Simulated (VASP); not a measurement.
A run of VASP 6.6.1:

The input INCAR:

```
PREC = Accurate ; ENCUT = 520
EDIFF = 1E-8 ; ISMEAR = -1
SIGMA = 0.15 ; LREAL = F
LASPH = T ; NELM = 80
ALGO = Normal ; ISIF = 2
LWAVE = F ; LCHARG = F
NBANDS = 15 ; IBRION = 8
NSW = 1
```

The input KPOINTS:

```
Automatic mesh
0
Gamma
  16 16 16
```

POSCAR

```
TaN
1.0
    0.0000000000      2.1708986267      2.1708986267
    2.1708986267      0.0000000000      2.1708986267
    2.1708986267      2.1708986267      0.0000000000
Ta N
1 1
Direct
    0.5000000000      0.5000000000      0.5000000000
    0.0000000000      0.0000000000      0.0000000000
```

Potentials or basis: VASP PAW LDA potentials, release 64 (Ta_pv, N).

Command:

```console
$ cat potpaw_LDA.64/Ta_pv/POTCAR potpaw_LDA.64/N/POTCAR > POTCAR
$ mpirun -np 1 vasp_std > vasp.out
```

Hardware: 1 thread of Intel(R) Xeon(R) Platinum 8559C (Emerald Rapids), with other jobs on the host.

Task: Estimate the wall time of this run.

Result: Wall time 2.2 min on 1 thread of Intel(R) Xeon(R) Platinum 8559C (Emerald Rapids), with other jobs on the host, peak memory 0.37 GiB. Counts: scf iterations 38, k points 145.
